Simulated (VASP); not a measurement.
# NiO2 (R-3m) in VASP: density of states with LDA

Aim: the density of states of NiO2 with LDA.

All numbers are computed with VASP 6.6.1; they aren't measurements. Logs are shortened: lines on timing, memory, paths and dates and some standing lists are left out, and cuts for length are marked.

**1. The cell of the first run**

It takes space group R-3m (No. 166, trigonal). The conventional cell has a = 2.811 Å, b = 2.811 Å, c = 14.444 Å, α = 90.00°, β = 90.00°, γ = 120.00°. Within 2.5 Å of Ni (site symmetry -3m) lie 6 O at 1.88 Å. O (site symmetry 3m) has 3 Ni at 1.88 Å and 3 O at 2.49 Å within 2.5 Å.

**2. Density of states, LDA**

POSCAR reads:

```
NiO2
1.0
    1.4053036779      0.8113524567      4.8145016877
   -1.4053036779      0.8113524567      4.8145016877
    0.0000000000     -1.6227049135      4.8145016877
Ni O
1 2
Direct
    0.0000000000      0.0000000000      0.0000000000
    0.6012961353      0.6012961353      0.6012961353
    0.3987038647      0.3987038647      0.3987038647
```

INCAR.step1 reads:

```
ALGO     = Normal         # electronic algorithm
EDIFF    = 1E-6           # SCF threshold, eV
ENCUT    = 520            # plane-wave cutoff, eV
GGA      = CA             # functional
ISIF     = 2              # what is computed and relaxed
ISMEAR   = 0              # smearing method
LASPH    = True           # aspherical terms in the spheres
LCHARG   = True           # write CHGCAR
LMAXMIX  = 4              # l up to which the mixer works
LREAL    = False          # projectors in reciprocal space
LWAVE    = False          # write WAVECAR
NBANDS   = 18             # bands
NELM     = 100            # most SCF steps
PREC     = Accurate       # precision mode
SIGMA    = 0.02           # smearing width, eV
```

KPOINTS.step1 reads:

```
k-points
0
Gamma
  12 12 12
```

INCAR.step2 reads:

```
ALGO     = Normal         # electronic algorithm
EDIFF    = 1E-6           # SCF threshold, eV
ENCUT    = 520            # plane-wave cutoff, eV
GGA      = CA             # functional
ICHARG   = 11             # starting density
ISIF     = 2              # what is computed and relaxed
ISMEAR   = -5             # smearing method
LASPH    = True           # aspherical terms in the spheres
LCHARG   = False          # write CHGCAR
LMAXMIX  = 4              # l up to which the mixer works
LORBIT   = 10             # projections on sites
LREAL    = False          # projectors in reciprocal space
LWAVE    = False          # write WAVECAR
NBANDS   = 18             # bands
NEDOS    = 2001           # points of the DOS
NELM     = 100            # most SCF steps
PREC     = Accurate       # precision mode
SIGMA    = 0.02           # smearing width, eV
```

KPOINTS.step2 reads:

```
k-points
0
Gamma
  18 18 18
```

Potentials or basis: VASP PAW LDA potentials, release 64 (Ni, O).

On the command line:

```console
$ cat potpaw_LDA.64/Ni/POTCAR potpaw_LDA.64/O/POTCAR > POTCAR
$ cp INCAR.step1 INCAR
$ cp KPOINTS.step1 KPOINTS
$ mpirun -np 1 vasp_std > vasp.out
$ cp INCAR.step2 INCAR
$ cp KPOINTS.step2 KPOINTS
$ mpirun -np 1 vasp_std > vasp.out
```

OUTCAR:

```text
EDIFF = 1E-6
   ENCUT = 520
   GGA = CA
   ICHARG = 11
   ISIF = 2
   ISMEAR = -5
   LASPH = True
   LORBIT = 10
   LREAL = False
   NELM = 100
   PREC = Accurate

 ion  position               nearest neighbor table
   1  0.000  0.000  0.000-   2 1.88   3 1.88   2 1.88   2 1.88   3 1.88   3 1.88
   2  0.601  0.601  0.601-   1 1.88   1 1.88   1 1.88
   3  0.399  0.399  0.399-   1 1.88   1 1.88   1 1.88

  LATTYP: Found a trigonal (rhomboedric) cell.
 ALAT       =     5.0806099769
 COS(alpha) =     0.8469833647

  Lattice vectors:

 A1 = (   1.4053036779,   0.8113524567,   4.8145016877)
 A2 = (  -1.4053036779,   0.8113524567,   4.8145016877)
 A3 = (   0.0000000000,  -1.6227049135,   4.8145016877)

Analysis of symmetry for initial positions (statically):
=====================================================================
 Subroutine PRICEL returns:
 Original cell was already a primitive cell.

 Routine SETGRP: Setting up the symmetry group for a
 trigonal (rhombohedral) supercell.

 Subroutine GETGRP returns: Found 12 space group operations
 (whereof 12 operations were pure point group operations)
 out of a pool of 12 trial point group operations.

The static configuration has the point symmetry D_3d.

Analysis of symmetry for dynamics (positions and initial velocities):
=====================================================================
 Subroutine PRICEL returns:
 Original cell was already a primitive cell.

 Routine SETGRP: Setting up the symmetry group for a
 trigonal (rhombohedral) supercell.

 Subroutine GETGRP returns: Found 12 space group operations
 (whereof 12 operations were pure point group operations)
 out of a pool of 12 trial point group operations.

The dynamic configuration has the point symmetry D_3d.

 Subroutine INISYM returns: Found 12 space group operations
 (whereof 12 operations are pure point group operations),
 and found     1 'primitive' translations

----------------------------------------------------------------------------------------

                                     Primitive cell

  volume of cell :      32.9369

  direct lattice vectors                    reciprocal lattice vectors
     1.405303678  0.811352457  4.814501688     0.355794984  0.205418330  0.069235272
    -1.405303678  0.811352457  4.814501688    -0.355794984  0.205418330  0.069235272
[... 90 lines left out ...]
   LREAL  =      F    real-space projection
   EDIFFG = 0.1E-04   stopping-criterion for IOM
   NSW    =      0    number of steps for IOM
   IBRION =     -1    ionic relax: 0-MD 1-quasi-New 2-CG
   NFREE  =      0    steps in history (QN), initial steepest desc. (CG)
   ISIF   =      2    stress and relaxation
   ISYM   =      2    0-nonsym 1-usesym 2-fastsym
   POTIM  = 0.5000    time-step for ionic-motion
   TEBEG  =    0.0;   TEEND  =   0.0 temperature during run
   PSTRESS=    0.0 pullay stress
   NELECT =      22.0000    total number of electrons
   NUPDOWN=      -1.0000    fix difference up-down
   EMIN   =  10.00;   EMAX   =-10.00  energy-range for DOS
   EFERMI =   0.00;   METHOD = LEGACY
   ISMEAR =    -5;   SIGMA  =   0.02  broadening in eV -4-tet -1-fermi 0-gaus
   EFERMI_NEDOS =   21; number of points for ismear=-14 and -15
   IALGO  =     38    algorithm
   IMIX   =      4    mixing-type and parameters
     AMIX     =   0.40;   BMIX     =  1.00
     AMIX_MAG =   1.60;   BMIX_MAG =  1.00
  volume/ion in A,a.u.               =      10.98        74.09
  Fermi-wavevector in a.u.,A,eV,Ry     =   1.431050  2.704293 27.863445  2.047905
  Thomas-Fermi vector in A             =   2.550829
   LORBIT       =     10    0 simple, 1 ext, 2 COOP (PROOUT), +10 PAW based schemes
   GGA     = CA    functional components
   LHFCALC =     F    Hartree Fock is set to
   AEXX    =    0.0000 exact exchange contribution
   IVDW    =     0    specifies the selected vdW correction
   LEPSILON=     F    determine dielectric tensor
   LRPA    =     F    only Hartree local field effects (RPA)
 non-spin polarized calculation
 Fermi weights with tetrahedron method with Bloechl corrections
  energy-cutoff  :      520.00
  volume of cell :       32.94
 maximum number of plane-waves:       903
 NGX is ok and might be reduce to    40

 number of electron      22.0000005 magnetization

 Free energy of the ion-electron system (eV)
  ---------------------------------------------------
  ext. energy  EPLUGINS =         0.00000000
  ---------------------------------------------------
  free energy    TOTEN  =       -20.06508146 eV

  energy without entropy =      -20.06508146  energy(sigma->0) =      -20.06508146

 E-fermi :   1.9588     XC(G=0): -11.0282

 val. band max:        1.9504318004   @ k =   0.5000   0.5000   0.3889
 cond. band min:       2.7455361992   @ k =   0.3889   0.3889   0.1111
 fundamental gap:      0.7951043988
 Fermi energy:         1.9587821633

 k-point     1 :       0.0000    0.0000    0.0000
  band No.  band energies     occupation
      1     -17.3799      2.00000
      2     -14.8923      2.00000
      3      -3.7544      2.00000
      4      -3.5887      2.00000
      5      -3.5887      2.00000
      6      -0.1842      2.00000
[... 481 lines left out ...]
      5      -2.9953      2.00000
      6      -2.1395      2.00000
[... 10 lines left out ...]
     17      18.0950      0.00000
     18      19.4595      0.00000

 [... further k-points ...]
[... 5 lines left out ...]
  --------------------------------------------------------------------------------------
  -------------------------------------------------------------------------------------
  Total       -2.4225537     -2.4225537     -1.6719633      0.0000000      0.0000000      0.0000000
  in kB     -117.8424212   -117.8424212    -81.3307881      0.0000000      0.0000000      0.0000000
  external PRESSURE =    -105.6718768 kB  Pullay stress =       0.0000000 kB

 VOLUME and BASIS-vectors are now :
 -----------------------------------------------------------------------------
  energy-cutoff  :      520.00
  volume of cell :       32.94
      direct lattice vectors                 reciprocal lattice vectors
     1.405303678  0.811352457  4.814501688     0.355794984  0.205418330  0.069235272
    -1.405303678  0.811352457  4.814501688    -0.355794984  0.205418330  0.069235272
     0.000000000 -1.622704914  4.814501688     0.000000000 -0.410836660  0.069235272

 POSITION                                       TOTAL-FORCE (eV/Angst)
 -----------------------------------------------------------------------------------
      0.00000      0.00000      0.00000        -0.000000     -0.000000      0.000000
      0.00000     -0.00000      8.68482         0.000000     -0.000000      0.783291
      0.00000     -0.00000      5.75868         0.000000      0.000000     -0.783291
 -----------------------------------------------------------------------------------
    total drift:                               -0.000000     -0.000000     -0.000000

  FREE ENERGIE OF THE ION-ELECTRON SYSTEM (eV)
  ---------------------------------------------------
  free  energy   TOTEN  =       -20.0650814582 eV

  energy  without entropy=      -20.0650814582  energy(sigma->0) =      -20.06508146

 total charge

# of ion       s       p       d       tot
------------------------------------------
    1        0.507   0.801   8.223   9.531
    2        1.582   3.295   0.000   4.877
    3        1.582   3.295   0.000   4.877
--------------------------------------------------
tot          3.671   7.391   8.223  19.285
```

OUTCAR.step1:

```text
EDIFF = 1E-6
   ENCUT = 520
   GGA = CA
   ISIF = 2
[... 732 lines left out ...]
      0.00000      0.00000      0.00000         0.000000     -0.000000      0.000000
      0.00000     -0.00000      8.68482         0.000000     -0.000000      0.784134
      0.00000     -0.00000      5.75868         0.000000      0.000000     -0.784134
 -----------------------------------------------------------------------------------
    total drift:                                0.000000      0.000000     -0.000000

  FREE ENERGIE OF THE ION-ELECTRON SYSTEM (eV)
  ---------------------------------------------------
  free  energy   TOTEN  =       -20.0650942752 eV

  energy  without entropy=      -20.0650942752  energy(sigma->0) =      -20.06509428
```

OSZICAR.step1:

```text
N       E                     dE             d eps       ncg     rms          rms(c)
DAV:   1     0.160205546539E+03    0.16021E+03   -0.11369E+04  6892   0.142E+03
DAV:   2    -0.133778978198E+02   -0.17358E+03   -0.16129E+03  7262   0.320E+02
DAV:   3    -0.277214967321E+02   -0.14344E+02   -0.14160E+02  8152   0.105E+02
DAV:   4    -0.279204786625E+02   -0.19898E+00   -0.19878E+00  7902   0.124E+01
DAV:   5    -0.279240653012E+02   -0.35866E-02   -0.35863E-02  7962   0.166E+00    0.278E+01
DAV:   6    -0.347724476546E+02   -0.68484E+01   -0.51492E+01  8362   0.176E+02    0.486E+01
DAV:   7    -0.202052105070E+02    0.14567E+02   -0.19663E+01  8010   0.110E+02    0.721E+00
DAV:   8    -0.201308603915E+02    0.74350E-01   -0.29282E+00 10134   0.311E+01    0.376E+00
DAV:   9    -0.201836998128E+02   -0.52839E-01   -0.63649E-01  9120   0.241E+01    0.322E+00
DAV:  10    -0.200810439947E+02    0.10266E+00   -0.11075E-01  7594   0.987E+00    0.118E+00
DAV:  11    -0.200648074198E+02    0.16237E-01   -0.45560E-02  8462   0.631E+00    0.207E-01
DAV:  12    -0.200651677906E+02   -0.36037E-03   -0.79086E-03  9158   0.159E+00    0.111E-01
DAV:  13    -0.200651883453E+02   -0.20555E-04   -0.54166E-04  7536   0.191E-01    0.985E-02
DAV:  14    -0.200650941495E+02    0.94196E-04   -0.15028E-04  8720   0.398E-01    0.964E-03
DAV:  15    -0.200650950236E+02   -0.87413E-06   -0.22138E-05  7448   0.373E-02    0.809E-03
DAV:  16    -0.200650942752E+02    0.74837E-06   -0.11399E-06  4542   0.184E-02
   1 F= -.20065094E+02 E0= -.20065094E+02  d E =-.199472E-18
```

Run time: 5.7 min. Hardware: 1 thread of Intel Xeon 6975P-C (Granite Rapids), shared host; peak memory 0.45 GiB.

What came out:

```
Valence electrons inside the program's atomic spheres : Ni 9.53; O 4.88
```
